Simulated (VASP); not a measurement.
Here is a VASP 6.6.1 calculation.

File INCAR:

```
SYSTEM = BAs
  ALGO = Normal
  EDIFF = 1E-7
  ENCUT = 520
  GGA = PS
  ISIF = 2
  ISMEAR = 0
  LASPH = .True.
  LCHARG = .False.
  LREAL = .False.
  LWAVE = .False.
  NBANDS = 11
  NELM = 100
  PREC = Accurate
  SIGMA = 0.05
```

The input KPOINTS:

```
k-points
0
Gamma
  12 12 12
  0 0 0
```

The input POSCAR:

```
BAs
1.0
    0.0000000000      2.3997299268      2.3997299268
    2.3997299268      0.0000000000      2.3997299268
    2.3997299268      2.3997299268      0.0000000000
B As
1 1
Direct
    0.0000000000      0.0000000000      0.0000000000
    0.7500000000      0.7500000000      0.7500000000
```

Potentials or basis: VASP PAW PBE potentials, release 64 (B, As).

Run with:

```sh
$ cat potpaw_PBE.64/B/POTCAR potpaw_PBE.64/As/POTCAR > POTCAR
$ mpirun -np 1 vasp_std > vasp.out
```

Problem. Predict the pressure.

Solution. -1.9 GPa.

Problem. What does it give for the band gap on the k mesh?

Solution. 1.10 eV, indirect (least direct gap 3.22 eV).

Caveat: the PAW data sets were made with another functional, which shifts forces and pressure a little. A k mesh can miss the band edges.
